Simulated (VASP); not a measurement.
The system is KI.

```
I K
1.0
     0.00000    3.53277    3.53277
     3.53277    0.00000    3.53277
     3.53277    3.53277    0.00000
I K
1 1
Direct
  0.50000 0.50000 0.50000
  0.00000 0.00000 0.00000
```

Base run:

| Item | Value |
| --- | --- |
| Program | VASP 6.6.1 |
| Functional | PBE-based screened hybrid with 10 % exact exchange |
| Potentials or basis | VASP PAW PBE potentials, release 64 (I, K_sv) |
| Cutoff | 520 eV |
| k mesh | 4 × 4 × 4 |
| Occupations | fermi-dirac, width 0.05 eV |
| Spin | no spin polarisation |

Its results: band gap on the k mesh 4.35 eV; pressure 0.5 GPa.

Q: The run is repeated on the same cell with these changes: functional from PBE-based screened hybrid with 10 % exact exchange to PBE-based screened hybrid with 15 % exact exchange; share of exact exchange from 0.1 to 0.15. What comes out?

A: Band gap on the k mesh 4.55 eV; pressure 0.5 GPa.

Caveats: the PAW data sets were made with another functional, which shifts forces and pressure a little; spin-orbit coupling is left out, which moves the levels of the heavy elements.

